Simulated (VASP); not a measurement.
# CaO (Lime) (Fm-3m) in VASP: single point with PBE

Aim: the single point of CaO (Lime) with PBE.

Everything below comes from runs of VASP 6.6.1. Logs are shortened: lines on timing, memory, paths and dates and some standing lists are left out, and cuts for length are marked.

### Step 1. The cell of the first run

The structure is cubic, space group Fm-3m (No. 225). Conventional cell: a = 4.813 Å, b = 4.813 Å, c = 4.813 Å, α = 90.00°, β = 90.00°, γ = 90.00°. Ca (site symmetry m-3m) has 6 O at 2.41 Å within 3.2 Å. O (site symmetry m-3m) has 6 Ca at 2.41 Å within 3.2 Å.

### Step 2. Single point, PBE

INCAR

```
SYSTEM = CaO
PREC = Accurate ; ENCUT = 600
EDIFF = 1E-6 ; ISMEAR = -1
SIGMA = 0.01 ; LREAL = .FALSE.
LASPH = .TRUE. ; NELM = 120
ALGO = Normal ; ISIF = 2
LWAVE = .FALSE. ; LCHARG = .TRUE.
GGA = PE ; LELF = .TRUE.
LVHAR = .TRUE. ; NBANDS = 15
GGA_COMPAT = .FALSE.
```

KPOINTS

```
Automatic mesh
0
G
  1 1 1
  0 0 0
```

POSCAR

```
CaO
1.0
    0.0000000000      2.4065000000      2.4065000000
    2.4065000000      0.0000000000      2.4065000000
    2.4065000000      2.4065000000      0.0000000000
Ca O
1 1
Direct
    0.0000000000      0.0000000000      0.0000000000
    0.5000000000      0.5000000000      0.5000000000
```

Potentials or basis: VASP PAW PBE potentials, release 64 (Ca_sv, O).

The run is started by

```
$ cat potpaw_PBE.64/Ca_sv/POTCAR potpaw_PBE.64/O/POTCAR > POTCAR
$ mpirun -np 1 vasp_gam > vasp.out
```

OUTCAR:

```text
SYSTEM = CaO
   PREC = Accurate
   ENCUT = 600
   EDIFF = 1E-6
   ISMEAR = -1
   LREAL = .FALSE.
   LASPH = .TRUE.
   NELM = 120
   ISIF = 2
   GGA = PE

 ion  position               nearest neighbor table
   1  0.000  0.000  0.000-   2 2.41   2 2.41   2 2.41   2 2.41   2 2.41   2 2.41
   2  0.500  0.500  0.500-   1 2.41   1 2.41   1 2.41   1 2.41   1 2.41   1 2.41

  LATTYP: Found a face centered cubic cell.
 ALAT       =     4.8130000000

  Lattice vectors:

 A1 = (   0.0000000000,   2.4065000000,   2.4065000000)
 A2 = (   2.4065000000,   0.0000000000,   2.4065000000)
 A3 = (   2.4065000000,   2.4065000000,   0.0000000000)

Analysis of symmetry for initial positions (statically):
[... 5 lines left out ...]
 face centered cubic supercell.

 Subroutine GETGRP returns: Found 48 space group operations
 (whereof 48 operations were pure point group operations)
 out of a pool of 48 trial point group operations.

The static configuration has the point symmetry O_h .

Analysis of symmetry for dynamics (positions and initial velocities):
[... 5 lines left out ...]
 face centered cubic supercell.

 Subroutine GETGRP returns: Found 48 space group operations
 (whereof 48 operations were pure point group operations)
 out of a pool of 48 trial point group operations.

The dynamic configuration has the point symmetry O_h .

 Subroutine INISYM returns: Found 48 space group operations
 (whereof 48 operations are pure point group operations),
 and found     1 'primitive' translations

----------------------------------------------------------------------------------------

                                     Primitive cell

  volume of cell :      27.8732

  direct lattice vectors                    reciprocal lattice vectors
     0.000000000  2.406500000  2.406500000    -0.207770621  0.207770621  0.207770621
     2.406500000  0.000000000  2.406500000     0.207770621 -0.207770621  0.207770621
     2.406500000  2.406500000  0.000000000     0.207770621  0.207770621 -0.207770621

  length of vectors
     3.403304938  3.403304938  3.403304938     0.359869272  0.359869272  0.359869272

  position of ions in fractional coordinates (direct lattice)
     0.000000000  0.000000000  0.000000000
     0.500000000  0.500000000  0.500000000

  ion indices of the primitive-cell ions
   primitive index   ion index
                 1           1
                 2           2

[... 46 lines left out ...]
   NELM   =    120;   NELMIN=  2; NELMDL= -5     # of ELM steps
   EDIFF  = 0.1E-05   stopping-criterion for ELM
   LREAL  =      F    real-space projection
   EDIFFG = 0.1E-04   stopping-criterion for IOM
   NSW    =      0    number of steps for IOM
   IBRION =     -1    ionic relax: 0-MD 1-quasi-New 2-CG
   NFREE  =      0    steps in history (QN), initial steepest desc. (CG)
   ISIF   =      2    stress and relaxation
   ISYM   =      2    0-nonsym 1-usesym 2-fastsym
   POTIM  = 0.5000    time-step for ionic-motion
   TEBEG  =    0.0;   TEEND  =   0.0 temperature during run
   PSTRESS=    0.0 pullay stress
   NELECT =      16.0000    total number of electrons
   NUPDOWN=      -1.0000    fix difference up-down
   EMIN   =  10.00;   EMAX   =-10.00  energy-range for DOS
   EFERMI =   0.00;   METHOD = LEGACY
   ISMEAR =    -1;   SIGMA  =   0.01  broadening in eV -4-tet -1-fermi 0-gaus
   EFERMI_NEDOS =   21; number of points for ismear=-14 and -15
   IALGO  =     38    algorithm
   IMIX   =      4    mixing-type and parameters
     AMIX     =   0.40;   BMIX     =  1.00
     AMIX_MAG =   1.60;   BMIX_MAG =  1.00
  volume/ion in A,a.u.               =      13.94        94.05
  Fermi-wavevector in a.u.,A,eV,Ry     =   1.360564  2.571093 25.186211  1.851134
  Thomas-Fermi vector in A             =   2.487215
   LORBIT       =      0    0 simple, 1 ext, 2 COOP (PROOUT), +10 PAW based schemes
   GGA     = PE    functional components
   LHFCALC =     F    Hartree Fock is set to
   AEXX    =    0.0000 exact exchange contribution
   IVDW    =     0    specifies the selected vdW correction
   LEPSILON=     F    determine dielectric tensor
   LRPA    =     F    only Hartree local field effects (RPA)
 non-spin polarized calculation
  energy-cutoff  :      600.00
  volume of cell :       27.87
 maximum number of plane-waves:       471
 NGX is ok and might be reduce to    28
   NGX = 13   NGY = 13   NGZ = 13

 number of electron      15.9999997 magnetization

 Free energy of the ion-electron system (eV)
  ---------------------------------------------------
  ext. energy  EPLUGINS =         0.00000000
  ---------------------------------------------------
  free energy    TOTEN  =        -3.94438698 eV

  energy without entropy =       -3.94438698  energy(sigma->0) =       -3.94438698

 E-fermi :   5.8259     XC(G=0):  -9.9077

 val. band max:        5.5178792356   @ k =   0.0000   0.0000   0.0000
 cond. band min:       8.1332842939   @ k =   0.0000   0.0000   0.0000
 fundamental gap:      2.6154050583
 Fermi energy:         5.8258899013

 k-point     1 :       0.0000    0.0000    0.0000
  band No.  band energies     occupation
      1     -36.3943      2.00000
      2     -17.1058      2.00000
      3     -17.1058      2.00000
      4     -17.1058      2.00000
      5     -10.0045      2.00000
      6       5.5179      2.00000
      7       5.5179      2.00000
      8       5.5179      2.00000
      9       8.1333      0.00000
     10       8.1333      0.00000
     11       8.1333      0.00000
     12       8.1798      0.00000
     13       9.5234      0.00000
     14       9.5234      0.00000
     15      18.0512      0.00000

------------------------ aborting loop because EDIFF is reached ----------------------------------------

  FORCE on cell =-STRESS in cart. coord.  units (eV):
  Direction    XX          YY          ZZ          XY          YZ          ZX
  --------------------------------------------------------------------------------------
  -------------------------------------------------------------------------------------
  Total        9.0494261      9.0494261      9.0494261      0.0000000     -0.0000000      0.0000000
  in kB      520.1684712    520.1684712    520.1684712      0.0000000     -0.0000000      0.0000000
  external PRESSURE =     520.1684712 kB  Pullay stress =       0.0000000 kB

 VOLUME and BASIS-vectors are now :
 -----------------------------------------------------------------------------
  energy-cutoff  :      600.00
  volume of cell :       27.87
      direct lattice vectors                 reciprocal lattice vectors
     0.000000000  2.406500000  2.406500000    -0.207770621  0.207770621  0.207770621
     2.406500000  0.000000000  2.406500000     0.207770621 -0.207770621  0.207770621
     2.406500000  2.406500000  0.000000000     0.207770621  0.207770621 -0.207770621

 POSITION                                       TOTAL-FORCE (eV/Angst)
 -----------------------------------------------------------------------------------
      0.00000      0.00000      0.00000        -0.000000     -0.000000      0.000000
      2.40650      2.40650      2.40650         0.000000      0.000000     -0.000000
 -----------------------------------------------------------------------------------
    total drift:                                0.000000      0.000000      0.000000

  FREE ENERGIE OF THE ION-ELECTRON SYSTEM (eV)
  ---------------------------------------------------
  free  energy   TOTEN  =        -3.9443869833 eV

  energy  without entropy=       -3.9443869833  energy(sigma->0) =       -3.94438698
```

OSZICAR:

```text
N       E                     dE             d eps       ncg     rms          rms(c)
DAV:   1     0.174211000697E+03    0.17421E+03   -0.12246E+04    38   0.126E+03
DAV:   2    -0.342622790156E+01   -0.17764E+03   -0.12990E+03    37   0.284E+02
DAV:   3    -0.933607505060E+01   -0.59098E+01   -0.58622E+01    37   0.651E+01
DAV:   4    -0.943113264844E+01   -0.95058E-01   -0.95057E-01    38   0.697E+00
DAV:   5    -0.943130526759E+01   -0.17262E-03   -0.17262E-03    37   0.309E-01    0.127E+01
DAV:   6    -0.401085719115E+01    0.54204E+01   -0.18421E+01    30   0.237E+01    0.421E+00
DAV:   7    -0.388705477103E+01    0.12380E+00   -0.66828E-01    37   0.505E+00    0.278E+00
DAV:   8    -0.394439869170E+01   -0.57344E-01   -0.15129E-01    30   0.389E+00    0.357E-01
DAV:   9    -0.394683697005E+01   -0.24383E-02   -0.50289E-02    37   0.132E+00    0.339E-01
DAV:  10    -0.394439786340E+01    0.24391E-02   -0.13666E-02    30   0.726E-01    0.370E-02
DAV:  11    -0.394439099008E+01    0.68733E-05   -0.32367E-04    37   0.145E-01    0.140E-02
DAV:  12    -0.394438717636E+01    0.38137E-05   -0.98799E-06    30   0.260E-02    0.629E-03
DAV:  13    -0.394438698335E+01    0.19301E-06   -0.15161E-06    37   0.970E-03
   1 F= -.39443870E+01 E0= -.39443870E+01  d E =-.800767E-13
```

Run time: 4.5 s. Hardware: 1 thread of Intel Xeon 6975P-C (Granite Rapids), shared host; peak memory 0.15 GiB.

Results:

```
Free energy            : -3.9444 eV
Pressure               : 52.0 GPa
Band gap on the k mesh : 2.62 eV
```

Levels at points of the mesh, in eV from the valence-band top:
| k point | band 4 | band 5 | band 6 | band 7 | band 8 | band 9 | band 10 | band 11 | band 12 | band 13 |
| --- | --- | --- | --- | --- | --- | --- | --- | --- | --- | --- |
| (0.00, 0.00, 0.00) | -22.62 | -15.52 | 0.00 | 0.00 | 0.00 | 2.62 | 2.62 | 2.62 | 2.66 | 4.01 |

Caveat: the k points lie up to 2.26 Å⁻¹ apart. A k mesh can miss the band edges.
